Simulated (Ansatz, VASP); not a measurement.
Si: VASP beside Ansatz

```
CELL_PARAMETERS angstrom
4.06780 0.00000 0.00000
-2.03390 3.06189 0.00000
0.00000 0.00000 6.28869
ATOMIC_POSITIONS crystal
Si 0.33333 0.66667 0.06304
Si 0.66667 0.33333 0.56304
Si 0.33333 0.66667 0.43696
Si 0.66667 0.33333 0.93696
```

Change from the starting cell: engineering shear strain xy +0.0000, strain +e along x and -e along y +0.0700.

Alike in both runs: task single point; functional LDA; k mesh 12 × 12 × 6; occupations gaussian, width 0.03 eV; no spin polarisation.

```csv
,VASP,Ansatz
version,VASP 6.6.1,Ansatz 0.2.0
potentials or method,"VASP PAW LDA potentials, release 64 (Si), cutoff 520 eV","scalar-relativistic, plane waves, PAW"
valence electrons in the cell,16,16
```

Ansatz gave:

| Quantity | Value |
| --- | --- |
| gap on the k mesh at the Fermi level (eV) | none |
| pressure (GPa) | 1.6 |
| traceless stress, the component that is largest in VASP (GPa) | 13.50 |
| rms of the force components (eV/Å) | 0.908 |

Question: What did VASP give for the same quantities?

Answer: gap on the k mesh at the Fermi level (eV): none; pressure (GPa): 1.7; traceless stress, the component that is largest in VASP (GPa): 13.54; rms of the force components (eV/Å): 0.909.

Ansatz warns that its potentials were made for another functional, while VASP's fit it. LDA's correlation is that of Perdew and Zunger in VASP and of Perdew and Wang (1992) in Ansatz. Atom by atom the forces differ by 0.001 eV/Å (rms over components). A gap of «none» marks a metal or a gap that the smearing closes.
